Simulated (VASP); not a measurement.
The system is MgO.

```xyz
4
Lattice="3.3139 0.0000 0.0000 -1.6569 2.8699 0.0000 0.0000 0.0000 5.1242" Properties=species:S:1:pos:R:3 pbc="T T T"
Mg    0.0000    1.9133   -0.0427
Mg    1.6569    0.9566    2.5194
O     0.0000    1.9133    1.9642
O     1.6569    0.9566    4.5263
```

| Item | Value |
| --- | --- |
| Program | VASP 6.6.1 |
| Task | relaxation of cell and atoms |
| Functional | r2SCAN |
| Potentials or basis | VASP PAW PBE potentials, release 64 (Mg, O) |
| Cutoff | 600 eV |
| k mesh | 12 × 12 × 4 |
| Occupations | fermi-dirac, width 0.02 eV |
| Spin | no spin polarisation |

At the start: pressure -4.5 GPa; volume 12.18 Å³/atom.

Where does the relaxation end?

Over 15 steps the energy falls by 6.8 meV/atom and the volume is 11.71 Å³/atom (-3.9 %); space group P6_3mc (No. 186, to 0.1 Å) before and after.

Step by step:
```
step  energy change (eV)  largest force (eV/Å)  pressure (GPa)  volume (Å³)
   1              0.0000                0.0147           -4.53        48.73
   2             -0.0234                0.0260            1.69        46.34
   3             -0.0264                0.0143            0.02        46.93
   4             -0.0264                0.0137           -0.09        46.96
   5             -0.0266                0.0183           -0.08        46.96
   6             -0.0268                0.0336           -0.08        46.93
   7             -0.0269                0.0238           -0.05        46.91
   8             -0.0270                0.0043            0.08        46.86
   9             -0.0271                0.0061            0.04        46.86
  10             -0.0271                0.0063           -0.02        46.86
  11             -0.0270                0.0129           -0.16        46.88
  12             -0.0271                0.0108           -0.06        46.87
  13             -0.0271                0.0104           -0.05        46.87
  14             -0.0271                0.0079           -0.04        46.87
  15             -0.0271                0.0014            0.02        46.85
```

Final structure:
```cif
data_structure
_symmetry_space_group_name_H-M 'P 1'
_symmetry_Int_Tables_number 1
_cell_length_a 3.2829
_cell_length_b 3.2829
_cell_length_c 5.0189
_cell_angle_alpha 90.000
_cell_angle_beta 90.000
_cell_angle_gamma 120.000
_cell_volume 46.85
loop_
_atom_site_label
_atom_site_type_symbol
_atom_site_fract_x
_atom_site_fract_y
_atom_site_fract_z
_atom_site_occupancy
Mg1 Mg 0.33333 0.66667 0.98994 1
Mg2 Mg 0.66667 0.33333 0.48994 1
O1 O 0.33333 0.66667 0.38506 1
O2 O 0.66667 0.33333 0.88506 1
```

Caveat: the structure was generated, so it needn't be the stable form of MgO; the PAW data sets were made with another functional, which shifts forces and pressure a little.
